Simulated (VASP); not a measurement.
# ZnSe (Stilleite) (F-43m) in VASP: single point with PBEsol

Aim: the single point of ZnSe (Stilleite) with PBEsol.

Program: VASP 6.6.1. These are calculated values, not measurements. Logs are shortened: lines on timing, memory, paths and dates and some standing lists are left out, and cuts for length are marked.

## (1) The cell of the first run

Symmetry: F-43m, No. 216, cubic system. The conventional cell has a = 5.668 Å, b = 5.668 Å, c = 5.668 Å, α = 90.00°, β = 90.00°, γ = 90.00°. Within 3.2 Å of Zn (site symmetry -43m) lie 4 Se at 2.45 Å. Within 3.2 Å of Se (site symmetry -43m) lie 4 Zn at 2.45 Å.

## (2) Single point, PBEsol

Input file INCAR:

```
  PREC = Accurate
  ENCUT = 520
  EDIFF = 1E-6
  ISMEAR = 0
  SIGMA = 0.01
  LREAL = False
  LASPH = True
  NELM = 100
  ALGO = Normal
  ISIF = 2
  LWAVE = False
  LCHARG = False
  GGA = PS
  NBANDS = 16
```

Input file KPOINTS:

```
regular mesh
0
Gamma
  4 4 4
```

Input file POSCAR:

```
ZnSe
1.0
    0.0000000000      2.8338000000      2.8338000000
    2.8338000000      0.0000000000      2.8338000000
    2.8338000000      2.8338000000      0.0000000000
Zn Se
1 1
Direct
    0.0000000000      0.0000000000      0.0000000000
    0.2500000000      0.2500000000      0.2500000000
```

Potentials or basis: VASP PAW PBE potentials, release 64 (Zn, Se).

The run is started by

```console
cat potpaw_PBE.64/Zn/POTCAR potpaw_PBE.64/Se/POTCAR > POTCAR
mpirun -np 1 vasp_std > vasp.out
```

OUTCAR:

```text
PREC = Accurate
   ENCUT = 520
   EDIFF = 1E-6
   ISMEAR = 0
   LREAL = False
   LASPH = True
   NELM = 100
   ISIF = 2
   GGA = PS

 ion  position               nearest neighbor table
   1  0.000  0.000  0.000-   2 2.45   2 2.45   2 2.45   2 2.45
   2  0.250  0.250  0.250-   1 2.45   1 2.45   1 2.45   1 2.45

  LATTYP: Found a face centered cubic cell.
 ALAT       =     5.6676000000

  Lattice vectors:

 A1 = (   0.0000000000,   2.8338000000,   2.8338000000)
 A2 = (   2.8338000000,   0.0000000000,   2.8338000000)
 A3 = (   2.8338000000,   2.8338000000,   0.0000000000)

Analysis of symmetry for initial positions (statically):
=====================================================================
 Subroutine PRICEL returns:
 Original cell was already a primitive cell.

 Routine SETGRP: Setting up the symmetry group for a
 face centered cubic supercell.

 Subroutine GETGRP returns: Found 24 space group operations
 (whereof 24 operations were pure point group operations)
 out of a pool of 48 trial point group operations.

The static configuration has the point symmetry T_d .

Analysis of symmetry for dynamics (positions and initial velocities):
=====================================================================
 Subroutine PRICEL returns:
 Original cell was already a primitive cell.

 Routine SETGRP: Setting up the symmetry group for a
 face centered cubic supercell.

 Subroutine GETGRP returns: Found 24 space group operations
 (whereof 24 operations were pure point group operations)
 out of a pool of 48 trial point group operations.

The dynamic configuration has the point symmetry T_d .

 Subroutine INISYM returns: Found 24 space group operations
 (whereof 24 operations are pure point group operations),
 and found     1 'primitive' translations

----------------------------------------------------------------------------------------

                                     Primitive cell

  volume of cell :      45.5132

  direct lattice vectors                    reciprocal lattice vectors
     0.000000000  2.833800000  2.833800000    -0.176441527  0.176441527  0.176441527
     2.833800000  0.000000000  2.833800000     0.176441527 -0.176441527  0.176441527
     2.833800000  2.833800000  0.000000000     0.176441527  0.176441527 -0.176441527

  length of vectors
     4.007598393  4.007598393  4.007598393     0.305605690  0.305605690  0.305605690

  position of ions in fractional coordinates (direct lattice)
     0.000000000  0.000000000  0.000000000
     0.250000000  0.250000000  0.250000000

  ion indices of the primitive-cell ions
   primitive index   ion index
                 1           1
                 2           2

----------------------------------------------------------------------------------------

 KPOINTS: regular mesh

Automatic generation of k-mesh.
 Grid dimensions read from file:
 generate k-points for:    4    4    4

 Generating k-lattice:

  Cartesian coordinates                     Fractional coordinates (reciprocal lattice)
    -0.044110382  0.044110382  0.044110382     0.250000000  0.000000000  0.000000000
     0.044110382 -0.044110382  0.044110382     0.000000000  0.250000000  0.000000000
     0.044110382  0.044110382 -0.044110382     0.000000000  0.000000000  0.250000000

  Length of vectors
     0.076401422  0.076401422  0.076401422

  Shift w.r.t. Gamma in fractional coordinates (k-lattice)
     0.000000000  0.000000000  0.000000000

 Subroutine IBZKPT returns following result:
 ===========================================

 Found      8 irreducible k-points:

 Following reciprocal coordinates:
            Coordinates               Weight
  0.000000  0.000000  0.000000      1.000000
  0.250000  0.000000  0.000000      8.000000
  0.500000  0.000000  0.000000      4.000000
  0.250000  0.250000  0.000000      6.000000
  0.500000  0.250000  0.000000     24.000000
 -0.250000  0.250000  0.000000     12.000000
  0.500000  0.500000  0.000000      3.000000
 -0.250000  0.500000  0.250000      6.000000
   k-points           NKPTS =      8   k-points in BZ     NKDIM =      8   number of bands    NBANDS=     16
   number of dos      NEDOS =    301   number of ions     NIONS =      2
   total plane-waves  NPLWV =  27000
   dimension x,y,z NGX =    30 NGY =   30 NGZ =   30
   dimension x,y,z NGXF=    60 NGYF=   60 NGZF=   60
   ions per type =               1   1
   NGX,Y,Z   is equivalent  to a cutoff of  12.44, 12.44, 12.44 a.u.
   NGXF,Y,Z  is equivalent  to a cutoff of  24.89, 24.89, 24.89 a.u.
 SYSTEM =  unknown system
   PREC   = accura    normal or accurate (medium, high low for compatibility)
   ISTART =      0    job   : 0-new  1-cont  2-samecut
   ICHARG =      2    charge: 1-file 2-atom 10-const
   ISPIN  =      1    spin polarized calculation?
   LNONCOLLINEAR =      F non collinear calculations
   LSORBIT =      F    spin-orbit coupling
   LASPH  =      T    aspherical Exc in radial PAW
   ENCUT  =  520.0 eV  38.22 Ry    6.18 a.u.   7.45  7.45  7.45*2*pi/ulx,y,z
   NELM   =    100;   NELMIN=  2; NELMDL= -5     # of ELM steps
   EDIFF  = 0.1E-05   stopping-criterion for ELM
   LREAL  =      F    real-space projection
   EDIFFG = 0.1E-04   stopping-criterion for IOM
   NSW    =      0    number of steps for IOM
   IBRION =     -1    ionic relax: 0-MD 1-quasi-New 2-CG
   NFREE  =      0    steps in history (QN), initial steepest desc. (CG)
   ISIF   =      2    stress and relaxation
   ISYM   =      2    0-nonsym 1-usesym 2-fastsym
   POTIM  = 0.5000    time-step for ionic-motion
   TEBEG  =    0.0;   TEEND  =   0.0 temperature during run
   PSTRESS=    0.0 pullay stress
   NELECT =      18.0000    total number of electrons
   NUPDOWN=      -1.0000    fix difference up-down
   EMIN   =  10.00;   EMAX   =-10.00  energy-range for DOS
   EFERMI =   0.00;   METHOD = LEGACY
   ISMEAR =     0;   SIGMA  =   0.01  broadening in eV -4-tet -1-fermi 0-gaus
   EFERMI_NEDOS =   21; number of points for ismear=-14 and -15
   IALGO  =     38    algorithm
   IMIX   =      4    mixing-type and parameters
     AMIX     =   0.40;   BMIX     =  1.00
     AMIX_MAG =   1.60;   BMIX_MAG =  1.00
  volume/ion in A,a.u.               =      22.76       153.57
  Fermi-wavevector in a.u.,A,eV,Ry     =   1.201673  2.270834 19.647073  1.444019
  Thomas-Fermi vector in A             =   2.337476
   LORBIT       =      0    0 simple, 1 ext, 2 COOP (PROOUT), +10 PAW based schemes
   GGA     = PS    functional components
   LHFCALC =     F    Hartree Fock is set to
   AEXX    =    0.0000 exact exchange contribution
   IVDW    =     0    specifies the selected vdW correction
   LEPSILON=     F    determine dielectric tensor
   LRPA    =     F    only Hartree local field effects (RPA)
 non-spin polarized calculation
 Gauss-broadening in eV      SIGMA  =   0.01
  energy-cutoff  :      520.00
  volume of cell :       45.51
 maximum number of plane-waves:      1243
 NGX is ok and might be reduce to    30
   NGX = 15   NGY = 15   NGZ = 15

 number of electron      18.0000012 magnetization

 Free energy of the ion-electron system (eV)
  ---------------------------------------------------
  ext. energy  EPLUGINS =         0.00000000
  ---------------------------------------------------
  free energy    TOTEN  =        -6.70009431 eV

  energy without entropy =       -6.70009431  energy(sigma->0) =       -6.70009431

 E-fermi :   1.5776     XC(G=0):  -9.5130

 val. band max:        1.5210555163   @ k =   0.0000   0.0000   0.0000
 cond. band min:       2.6764032537   @ k =   0.0000   0.0000   0.0000
 fundamental gap:      1.1553477374
 Fermi energy:         1.5775625921

 k-point     1 :       0.0000    0.0000    0.0000
  band No.  band energies     occupation
      1     -11.7606      2.00000
      2      -5.0659      2.00000
      3      -5.0659      2.00000
      4      -5.0659      2.00000
      5      -4.6977      2.00000
      6      -4.6977      2.00000
[... 8 lines left out ...]
     15      12.9298      0.00000
     16      12.9298      0.00000

 k-point     2 :       0.2500    0.0000    0.0000
  band No.  band energies     occupation
      1     -11.3934      2.00000
      2      -5.0152      2.00000
      3      -5.0152      2.00000
      4      -5.0073      2.00000
      5      -4.6976      2.00000
      6      -4.6976      2.00000
[... 8 lines left out ...]
     15      11.8637      0.00000
     16      12.0265      0.00000

 k-point     3 :       0.5000    0.0000    0.0000
  band No.  band energies     occupation
      1     -10.9590      2.00000
      2      -4.9787      2.00000
      3      -4.9787      2.00000
      4      -4.6790      2.00000
      5      -4.6790      2.00000
      6      -4.5379      2.00000
[... 8 lines left out ...]
     15      14.5507      0.00000
     16      14.5507      0.00000

 k-point     4 :       0.2500    0.2500    0.0000
  band No.  band energies     occupation
      1     -11.2701      2.00000
      2      -5.0807      2.00000
      3      -4.9551      2.00000
      4      -4.9551      2.00000
      5      -4.7240      2.00000
      6      -4.6733      2.00000
[... 8 lines left out ...]
     15      13.8018      0.00000
     16      15.1288      0.00000

 k-point     5 :       0.5000    0.2500    0.0000
  band No.  band energies     occupation
      1     -10.8321      2.00000
      2      -4.9851      2.00000
      3      -4.8965      2.00000
      4      -4.8006      2.00000
      5      -4.6703      2.00000
      6      -4.5559      2.00000
[... 8 lines left out ...]
     15      14.7283      0.00000
     16      15.5059      0.00000

 k-point     6 :      -0.2500    0.2500    0.0000
  band No.  band energies     occupation
      1     -10.9792      2.00000
      2      -4.9681      2.00000
      3      -4.9488      2.00000
      4      -4.8159      2.00000
      5      -4.7098      2.00000
      6      -4.6478      2.00000
[... 8 lines left out ...]
     15      13.3756      0.00000
     16      15.4968      0.00000

 k-point     7 :       0.5000    0.5000    0.0000
  band No.  band energies     occupation
      1     -10.6868      2.00000
      2      -5.0418      2.00000
      3      -4.8127      2.00000
      4      -4.8127      2.00000
      5      -4.6489      2.00000
      6      -4.5185      2.00000
[... 8 lines left out ...]
     15      15.4375      0.00000
     16      15.8785      0.00000

 k-point     8 :      -0.2500    0.5000    0.2500
  band No.  band energies     occupation
      1     -10.6817      2.00000
      2      -4.9515      2.00000
      3      -4.8597      2.00000
      4      -4.7308      2.00000
      5      -4.7273      2.00000
      6      -4.3940      2.00000
[... 8 lines left out ...]
     15      15.2400      0.00000
     16      15.4703      0.00000

------------------------ aborting loop because EDIFF is reached ----------------------------------------

  FORCE on cell =-STRESS in cart. coord.  units (eV):
  Direction    XX          YY          ZZ          XY          YZ          ZX
  --------------------------------------------------------------------------------------
  -------------------------------------------------------------------------------------
  Total       -0.1506522     -0.1506522     -0.1506522     -0.0000000     -0.0000000      0.0000000
  in kB       -5.3033294     -5.3033294     -5.3033294     -0.0000000     -0.0000000      0.0000000
  external PRESSURE =      -5.3033294 kB  Pullay stress =       0.0000000 kB

 VOLUME and BASIS-vectors are now :
 -----------------------------------------------------------------------------
  energy-cutoff  :      520.00
  volume of cell :       45.51
      direct lattice vectors                 reciprocal lattice vectors
     0.000000000  2.833800000  2.833800000    -0.176441527  0.176441527  0.176441527
     2.833800000  0.000000000  2.833800000     0.176441527 -0.176441527  0.176441527
     2.833800000  2.833800000  0.000000000     0.176441527  0.176441527 -0.176441527

 POSITION                                       TOTAL-FORCE (eV/Angst)
 -----------------------------------------------------------------------------------
      0.00000      0.00000      0.00000         0.000000      0.000000      0.000000
      1.41690      1.41690      1.41690        -0.000000     -0.000000     -0.000000
 -----------------------------------------------------------------------------------
    total drift:                                0.000000      0.000000     -0.000000

  FREE ENERGIE OF THE ION-ELECTRON SYSTEM (eV)
  ---------------------------------------------------
  free  energy   TOTEN  =        -6.7000943086 eV

  energy  without entropy=       -6.7000943086  energy(sigma->0) =       -6.70009431
```

It took 13 s on 1 thread of AMD EPYC 7R13, shared host; peak memory 0.13 GiB.

What came out:

```
Free energy            : -6.7001 eV
Pressure               : -0.5 GPa
Band gap on the k mesh : 1.16 eV, direct
```

Caveat: the k points lie up to 0.48 Å⁻¹ apart; the PAW data sets were made with another functional, which shifts forces and pressure a little.
